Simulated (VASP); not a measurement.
# InSb (CsCl type) (Pm-3m) in VASP: notebook

The runs below take InSb (CsCl type) through density of states, with PBE.

All numbers are computed with VASP 6.6.1; they aren't measurements. Logs are shortened: lines on timing, memory, paths and dates and some standing lists are left out, and cuts for length are marked.

**1. The cell of the first run**

Symmetry: Pm-3m, No. 221, cubic system. Conventional cell: a = 3.119 Å, b = 3.119 Å, c = 3.119 Å, α = 90.00°, β = 90.00°, γ = 90.00°. In (site symmetry m-3m) has 8 Sb at 2.70 Å and 6 In at 3.12 Å within 3.6 Å. Sb (site symmetry m-3m) has 8 In at 2.70 Å and 6 Sb at 3.12 Å within 3.6 Å.

**2. Density of states, PBE (volume scaled by 0.55)**

Input file POSCAR:

```
InSb
1.0
    3.1185572889      0.0000000000      0.0000000000
    0.0000000000      3.1185572889      0.0000000000
    0.0000000000      0.0000000000      3.1185572889
In Sb
1 1
Direct
    0.0000000000      0.0000000000      0.0000000000
    0.5000000000      0.5000000000      0.5000000000
```

Input file INCAR.step1:

```
SYSTEM = InSb
PREC = Accurate
ENCUT = 520
EDIFF = 1E-6
ISMEAR = -1
SIGMA = 0.08
LREAL = .FALSE.
LASPH = .TRUE.
NELM = 80
ALGO = Normal
ISIF = 2
LWAVE = .FALSE.
LCHARG = .TRUE.
GGA = PE
NBANDS = 16
```

Input file KPOINTS.step1:

```
regular mesh
0
G
  11 11 11
  0 0 0
```

Input file INCAR.step2:

```
SYSTEM = InSb
PREC = Accurate
ENCUT = 520
EDIFF = 1E-6
ISMEAR = -5
SIGMA = 0.08
LREAL = .FALSE.
LASPH = .TRUE.
NELM = 80
ALGO = Normal
ISIF = 2
LWAVE = .FALSE.
LCHARG = .FALSE.
GGA = PE
LORBIT = 11
NEDOS = 1001
ICHARG = 11
```

Input file KPOINTS.step2:

```
regular mesh
0
G
  17 17 17
  0 0 0
```

Potentials or basis: VASP PAW PBE potentials, release 64 (In_d, Sb).

The run is started by

```sh
> cat potpaw_PBE.64/In_d/POTCAR potpaw_PBE.64/Sb/POTCAR > POTCAR
> cp INCAR.step1 INCAR
> cp KPOINTS.step1 KPOINTS
> mpirun -np 1 vasp_std > vasp.out
> cp INCAR.step2 INCAR
> cp KPOINTS.step2 KPOINTS
> mpirun -np 1 vasp_std > vasp.out
```

OUTCAR:

```text
SYSTEM = InSb
   PREC = Accurate
   ENCUT = 520
   EDIFF = 1E-6
   ISMEAR = -5
   LREAL = .FALSE.
   LASPH = .TRUE.
   NELM = 80
   ISIF = 2
   GGA = PE
   LORBIT = 11
   ICHARG = 11

 ion  position               nearest neighbor table
   1  0.000  0.000  0.000-   2 2.70   2 2.70   2 2.70   2 2.70   2 2.70   2 2.70   2 2.70   2 2.70

   2  0.500  0.500  0.500-   1 2.70   1 2.70   1 2.70   1 2.70   1 2.70   1 2.70   1 2.70   1 2.70

  LATTYP: Found a simple cubic cell.
 ALAT       =     3.1185572889

  Lattice vectors:

 A1 = (   3.1185572889,   0.0000000000,   0.0000000000)
 A2 = (   0.0000000000,   3.1185572889,   0.0000000000)
 A3 = (   0.0000000000,   0.0000000000,   3.1185572889)

Analysis of symmetry for initial positions (statically):
=====================================================================
 Subroutine PRICEL returns:
 Original cell was already a primitive cell.

 Routine SETGRP: Setting up the symmetry group for a
 simple cubic supercell.

 Subroutine GETGRP returns: Found 48 space group operations
 (whereof 48 operations were pure point group operations)
 out of a pool of 48 trial point group operations.

The static configuration has the point symmetry O_h .

Analysis of symmetry for dynamics (positions and initial velocities):
=====================================================================
 Subroutine PRICEL returns:
 Original cell was already a primitive cell.

 Routine SETGRP: Setting up the symmetry group for a
 simple cubic supercell.

 Subroutine GETGRP returns: Found 48 space group operations
 (whereof 48 operations were pure point group operations)
 out of a pool of 48 trial point group operations.

The dynamic configuration has the point symmetry O_h .

 Subroutine INISYM returns: Found 48 space group operations
 (whereof 48 operations are pure point group operations),
 and found     1 'primitive' translations

----------------------------------------------------------------------------------------

                                     Primitive cell

  volume of cell :      30.3292

  direct lattice vectors                    reciprocal lattice vectors
     3.118557289  0.000000000  0.000000000     0.320661097  0.000000000  0.000000000
     0.000000000  3.118557289  0.000000000     0.000000000  0.320661097  0.000000000
     0.000000000  0.000000000  3.118557289     0.000000000  0.000000000  0.320661097

  length of vectors
     3.118557289  3.118557289  3.118557289     0.320661097  0.320661097  0.320661097

  position of ions in fractional coordinates (direct lattice)
     0.000000000  0.000000000  0.000000000
     0.500000000  0.500000000  0.500000000

  ion indices of the primitive-cell ions
   primitive index   ion index
                 1           1
                 2           2

----------------------------------------------------------------------------------------

 KPOINTS: regular mesh

Automatic generation of k-mesh.
 Grid dimensions read from file:
 generate k-points for:   17   17   17

 Generating k-lattice:

  Cartesian coordinates                     Fractional coordinates (reciprocal lattice)
     0.018862417  0.000000000  0.000000000     0.058823529  0.000000000  0.000000000
     0.000000000  0.018862417  0.000000000     0.000000000  0.058823529  0.000000000
     0.000000000  0.000000000  0.018862417     0.000000000  0.000000000  0.058823529

  Length of vectors
     0.018862417  0.018862417  0.018862417

  Shift w.r.t. Gamma in fractional coordinates (k-lattice)
     0.000000000  0.000000000  0.000000000

 TETIRR: Found   2433 inequivalent tetrahedra from    29478

 Subroutine IBZKPT returns following result:
 ===========================================

 Found    165 irreducible k-points:

 Following reciprocal coordinates:
            Coordinates               Weight
  0.000000  0.000000  0.000000      1.000000
  0.058824  0.000000  0.000000      6.000000
  0.117647  0.000000  0.000000      6.000000
  0.176471  0.000000  0.000000      6.000000
  0.235294  0.000000  0.000000      6.000000
  0.294118  0.000000  0.000000      6.000000
[... 16 lines left out ...]
  0.411765  0.117647  0.000000     24.000000
  0.470588  0.117647  0.000000     24.000000
 [... further k-points ...]
   k-points           NKPTS =    165   k-points in BZ     NKDIM =    165   number of bands    NBANDS=     13
   number of dos      NEDOS =   1001   number of ions     NIONS =      2
   total plane-waves  NPLWV =  13824
   dimension x,y,z NGX =    24 NGY =   24 NGZ =   24
   dimension x,y,z NGXF=    48 NGYF=   48 NGZF=   48
   ions per type =               1   1
   NGX,Y,Z   is equivalent  to a cutoff of  12.79, 12.79, 12.79 a.u.
   NGXF,Y,Z  is equivalent  to a cutoff of  25.59, 25.59, 25.59 a.u.
 SYSTEM =  InSb
   PREC   = accura    normal or accurate (medium, high low for compatibility)
   ISTART =      0    job   : 0-new  1-cont  2-samecut
   ICHARG =     11    charge: 1-file 2-atom 10-const
   ISPIN  =      1    spin polarized calculation?
   LNONCOLLINEAR =      F non collinear calculations
   LSORBIT =      F    spin-orbit coupling
   LASPH  =      T    aspherical Exc in radial PAW
   ENCUT  =  520.0 eV  38.22 Ry    6.18 a.u.   5.80  5.80  5.80*2*pi/ulx,y,z
   NELM   =     80;   NELMIN=  2; NELMDL=  0     # of ELM steps
   EDIFF  = 0.1E-05   stopping-criterion for ELM
   LREAL  =      F    real-space projection
   EDIFFG = 0.1E-04   stopping-criterion for IOM
   NSW    =      0    number of steps for IOM
   IBRION =     -1    ionic relax: 0-MD 1-quasi-New 2-CG
   NFREE  =      0    steps in history (QN), initial steepest desc. (CG)
   ISIF   =      2    stress and relaxation
   ISYM   =      2    0-nonsym 1-usesym 2-fastsym
   POTIM  = 0.5000    time-step for ionic-motion
   TEBEG  =    0.0;   TEEND  =   0.0 temperature during run
   PSTRESS=    0.0 pullay stress
   NELECT =      18.0000    total number of electrons
   NUPDOWN=      -1.0000    fix difference up-down
   EMIN   =  10.00;   EMAX   =-10.00  energy-range for DOS
   EFERMI =   0.00;   METHOD = LEGACY
   ISMEAR =    -5;   SIGMA  =   0.08  broadening in eV -4-tet -1-fermi 0-gaus
   EFERMI_NEDOS =   21; number of points for ismear=-14 and -15
   IALGO  =     38    algorithm
   IMIX   =      4    mixing-type and parameters
     AMIX     =   0.40;   BMIX     =  1.00
     AMIX_MAG =   1.60;   BMIX_MAG =  1.00
  volume/ion in A,a.u.               =      15.16       102.34
  Fermi-wavevector in a.u.,A,eV,Ry     =   1.375768  2.599825 25.752266  1.892738
  Thomas-Fermi vector in A             =   2.501074
   LORBIT       =     11    0 simple, 1 ext, 2 COOP (PROOUT), +10 PAW based schemes
   GGA     = PE    functional components
   LHFCALC =     F    Hartree Fock is set to
   AEXX    =    0.0000 exact exchange contribution
   IVDW    =     0    specifies the selected vdW correction
   LEPSILON=     F    determine dielectric tensor
   LRPA    =     F    only Hartree local field effects (RPA)
 non-spin polarized calculation
 Fermi weights with tetrahedron method with Bloechl corrections
  energy-cutoff  :      520.00
  volume of cell :       30.33
 maximum number of plane-waves:       840
 NGX is ok and might be reduce to    24

 number of electron      17.9999994 magnetization

 Free energy of the ion-electron system (eV)
  ---------------------------------------------------
  ext. energy  EPLUGINS =         0.00000000
  ---------------------------------------------------
  free energy    TOTEN  =        -1.38124854 eV

  energy without entropy =       -1.38124854  energy(sigma->0) =       -1.38124854

 E-fermi :  17.1526     XC(G=0): -13.0446

 val. band max:       17.3583771490   @ k =   0.4118   0.2353   0.1176
 cond. band min:      17.1342484701   @ k =   0.4118   0.1176   0.1176
 fundamental gap:     -0.2241286788
 Fermi energy:        17.1525537243

 k-point     1 :       0.0000    0.0000    0.0000
  band No.  band energies     occupation
      1       0.0426      2.00000
      2       0.8466      2.00000
      3       0.8466      2.00000
      4       1.4939      2.00000
      5       1.4939      2.00000
      6       1.4939      2.00000
      7      15.4539      2.00000
      8      15.4539      2.00000
      9      15.4539      2.00000
     10      19.4600      0.00000
     11      21.1411      0.00000
     12      21.1411      0.00000
     13      29.8104      0.00000

 k-point     2 :       0.0588    0.0000    0.0000
  band No.  band energies     occupation
      1       0.1010      2.00000
      2       0.8481      2.00000
      3       0.8618      2.00000
      4       1.4822      2.00000
      5       1.4822      2.00000
      6       1.4937      2.00000
      7      14.8345      2.00000
      8      15.5375      2.00000
      9      15.5375      2.00000
     10      19.7492      0.00000
     11      21.1614      0.00000
     12      21.5703      0.00000
     13      29.6564      0.00000

 k-point     3 :       0.1176    0.0000    0.0000
  band No.  band energies     occupation
      1       0.2725      2.00000
      2       0.8523      2.00000
      3       0.9088      2.00000
      4       1.4489      2.00000
      5       1.4489      2.00000
      6       1.4930      2.00000
      7      13.5311      2.00000
      8      15.7860      2.00000
      9      15.7860      2.00000
     10      20.0734      0.00000
     11      21.2223      0.00000
     12      22.8478      0.00000
     13      28.9723      0.00000

 k-point     4 :       0.1765    0.0000    0.0000
  band No.  band energies     occupation
      1       0.5384      2.00000
      2       0.8587      2.00000
      3       1.0004      2.00000
      4       1.3991      2.00000
      5       1.3991      2.00000
      6       1.4921      2.00000
      7      12.0632      2.00000
      8      16.1920      2.00000
      9      16.1920      2.00000
     10      20.2959      0.00000
     11      21.3231      0.00000
     12      24.5938      0.00000
     13      27.8877      0.00000

 k-point     5 :       0.2353    0.0000    0.0000
  band No.  band energies     occupation
      1       0.8118      2.00000
      2       0.8665      2.00000
      3       1.2129      2.00000
      4       1.3402      2.00000
      5       1.3402      2.00000
      6       1.4910      2.00000
      7      10.6006      2.00000
      8      16.7440      1.99589
      9      16.7440      2.04641
     10      20.5294      0.00000
     11      21.4619      0.00000
     12      26.5063      0.00000
     13      26.6438      0.00000
[... 257 lines left out ...]
 k-point    22 :       0.3529    0.1176    0.0000
  band No.  band energies     occupation
      1       0.9248      2.00000
      2       1.0069      2.00000
      3       1.1672      2.00000
      4       1.2403      2.00000
      5       1.4616      2.00000
      6       2.5996      2.00000
      7       8.1734      2.00000
      8      15.9395      2.06993
      9      18.4378     -0.05305
     10      21.1481      0.00000
     11      21.8831      0.00000
     12      23.9456      0.00000
     13      24.2843      0.00000

 k-point    23 :       0.4118    0.1176    0.0000
  band No.  band energies     occupation
      1       0.9328      2.00000
      2       1.0019      2.00000
      3       1.1953      2.00000
      4       1.2043      2.00000
      5       1.4621      2.00000
      6       3.2732      2.00000
      7       7.0374      2.00000
      8      16.6786      1.68867
      9      19.2452      0.00000
     10      20.2016      0.00000
     11      22.0753      0.00000
     12      23.1682      0.00000
     13      24.1683      0.00000

 k-point    24 :       0.4706    0.1176    0.0000
  band No.  band energies     occupation
      1       0.9369      2.00000
      2       0.9929      2.00000
      3       1.1852      2.00000
      4       1.2147      2.00000
      5       1.4624      2.00000
      6       3.8562      2.00000
      7       6.2239      2.00000
      8      17.3232      0.79640
      9      19.4007      0.00000
     10      19.9306      0.00000
     11      22.3280      0.00000
     12      22.3280      0.00000
     13      24.0049      0.00000

 [... further k-points ...]
[... 5 lines left out ...]
  --------------------------------------------------------------------------------------
  -------------------------------------------------------------------------------------
  Total       22.7438104     22.7438104     22.7438104      0.0000000      0.0000000     -0.0000000
  in kB     1201.4691624   1201.4691624   1201.4691624      0.0000000      0.0000000     -0.0000000
  external PRESSURE =    1201.4691624 kB  Pullay stress =       0.0000000 kB

 VOLUME and BASIS-vectors are now :
 -----------------------------------------------------------------------------
  energy-cutoff  :      520.00
  volume of cell :       30.33
      direct lattice vectors                 reciprocal lattice vectors
     3.118557289  0.000000000  0.000000000     0.320661097  0.000000000  0.000000000
     0.000000000  3.118557289  0.000000000     0.000000000  0.320661097  0.000000000
     0.000000000  0.000000000  3.118557289     0.000000000  0.000000000  0.320661097

 POSITION                                       TOTAL-FORCE (eV/Angst)
 -----------------------------------------------------------------------------------
      0.00000      0.00000      0.00000         0.000000      0.000000      0.000000
      1.55928      1.55928      1.55928         0.000000      0.000000      0.000000
 -----------------------------------------------------------------------------------
    total drift:                                0.000000      0.000000      0.000000

  FREE ENERGIE OF THE ION-ELECTRON SYSTEM (eV)
  ---------------------------------------------------
  free  energy   TOTEN  =        -1.3812485409 eV

  energy  without entropy=       -1.3812485409  energy(sigma->0) =       -1.38124854

 total charge

# of ion       s       p       d       tot
------------------------------------------
    1        1.043   1.042  10.024  12.109
    2        1.243   1.425   0.144   2.812
--------------------------------------------------
tot          2.286   2.467  10.167  14.920
```

Run time: 26 s. Hardware: 1 thread of AMD EPYC 9R45 (Zen 5), shared host; peak memory 0.17 GiB.

What came out:

- Valence electrons inside the program's atomic spheres: In 12.11; Sb 2.81

Caveat: the bands computed are all filled at some k points, so no gap is given; spin-orbit coupling is left out, which moves the levels of the heavy elements.

**3. Density of states, PBE (volume scaled by 0.55)**

POSCAR is that of step 2.

Input file INCAR.step1:

```
PREC = Accurate ; ENCUT = 520
EDIFF = 1E-7 ; ISMEAR = -1
SIGMA = 0.08 ; LREAL = False
LASPH = True ; NELM = 100
ALGO = Normal ; ISIF = 2
LWAVE = False ; LCHARG = True
GGA = PE ; NBANDS = 16
```

Input file KPOINTS.step1:

```
Automatic mesh
0
Gamma
  11 11 11
```

Input file INCAR.step2:

```
PREC = Accurate ; ENCUT = 520
EDIFF = 1E-7 ; ISMEAR = -5
SIGMA = 0.08 ; LREAL = False
LASPH = True ; NELM = 100
ALGO = Normal ; ISIF = 2
LWAVE = False ; LCHARG = False
GGA = PE ; LORBIT = 10
NEDOS = 2001 ; ICHARG = 11
```

Input file KPOINTS.step2:

```
Automatic mesh
0
Gamma
  17 17 17
```

Potentials or basis: VASP PAW PBE potentials, release 64 (In_d, Sb).

The run is started by

```sh
> cat potpaw_PBE.64/In_d/POTCAR potpaw_PBE.64/Sb/POTCAR > POTCAR
> cp INCAR.step1 INCAR
> cp KPOINTS.step1 KPOINTS
> mpirun -np 1 vasp_std > vasp.out
> cp INCAR.step2 INCAR
> cp KPOINTS.step2 KPOINTS
> mpirun -np 1 vasp_std > vasp.out
```

OUTCAR:

```text
PREC = Accurate
   ENCUT = 520
   EDIFF = 1E-7
   ISMEAR = -5
   LREAL = False
   LASPH = True
   NELM = 100
   ISIF = 2
   GGA = PE
   LORBIT = 10
   ICHARG = 11

 ion  position               nearest neighbor table
   1  0.000  0.000  0.000-   2 2.70   2 2.70   2 2.70   2 2.70   2 2.70   2 2.70   2 2.70   2 2.70

   2  0.500  0.500  0.500-   1 2.70   1 2.70   1 2.70   1 2.70   1 2.70   1 2.70   1 2.70   1 2.70

[... 583 lines left out ...]
  -------------------------------------------------------------------------------------
  Total       22.7433223     22.7433223     22.7433223      0.0000000     -0.0000000      0.0000000
  in kB     1201.4433805   1201.4433805   1201.4433805      0.0000000     -0.0000000      0.0000000
  external PRESSURE =    1201.4433805 kB  Pullay stress =       0.0000000 kB

 VOLUME and BASIS-vectors are now :
 -----------------------------------------------------------------------------
  energy-cutoff  :      520.00
  volume of cell :       30.33
      direct lattice vectors                 reciprocal lattice vectors
     3.118557289  0.000000000  0.000000000     0.320661097  0.000000000  0.000000000
     0.000000000  3.118557289  0.000000000     0.000000000  0.320661097  0.000000000
     0.000000000  0.000000000  3.118557289     0.000000000  0.000000000  0.320661097

 POSITION                                       TOTAL-FORCE (eV/Angst)
 -----------------------------------------------------------------------------------
      0.00000      0.00000      0.00000         0.000000      0.000000      0.000000
      1.55928      1.55928      1.55928         0.000000      0.000000      0.000000
 -----------------------------------------------------------------------------------
    total drift:                               -0.000000      0.000000      0.000000

  FREE ENERGIE OF THE ION-ELECTRON SYSTEM (eV)
  ---------------------------------------------------
  free  energy   TOTEN  =        -1.3812485402 eV

  energy  without entropy=       -1.3812485402  energy(sigma->0) =       -1.38124854

 total charge

# of ion       s       p       d       tot
------------------------------------------
    1        1.043   1.042  10.024  12.109
    2        1.243   1.425   0.144   2.812
--------------------------------------------------
tot          2.286   2.467  10.167  14.920
```

OUTCAR.step1:

```text
PREC = Accurate
   ENCUT = 520
   EDIFF = 1E-7
   ISMEAR = -1
   LREAL = False
[... 679 lines left out ...]
      0.00000      0.00000      0.00000         0.000000      0.000000      0.000000
      1.55928      1.55928      1.55928         0.000000      0.000000      0.000000
 -----------------------------------------------------------------------------------
    total drift:                                0.000000      0.000000      0.000000

  FREE ENERGIE OF THE ION-ELECTRON SYSTEM (eV)
  ---------------------------------------------------
  free  energy   TOTEN  =        -1.3879884061 eV

  energy  without entropy=       -1.3675897835  energy(sigma->0) =       -1.37778909
```

It took 28 s on 1 thread of AMD EPYC 9R45 (Zen 5), shared host; peak memory 0.16 GiB.

What came out:

| Quantity | Value |
| --- | --- |
| Valence electrons inside the program's atomic spheres | In 12.11; Sb 2.81 |

Levels at points of the mesh, in eV from the Fermi level:
```tsv
k point	band 5	band 6	band 7	band 8	band 9	band 10	band 11	band 12	band 13
(0.00, 0.00, 0.00)	-15.66	-15.66	-1.70	-1.70	-1.70	2.31	3.99	3.99	12.66
```

Caveat: the bands computed are all filled at some k points, so no gap is given; spin-orbit coupling is left out, which moves the levels of the heavy elements.
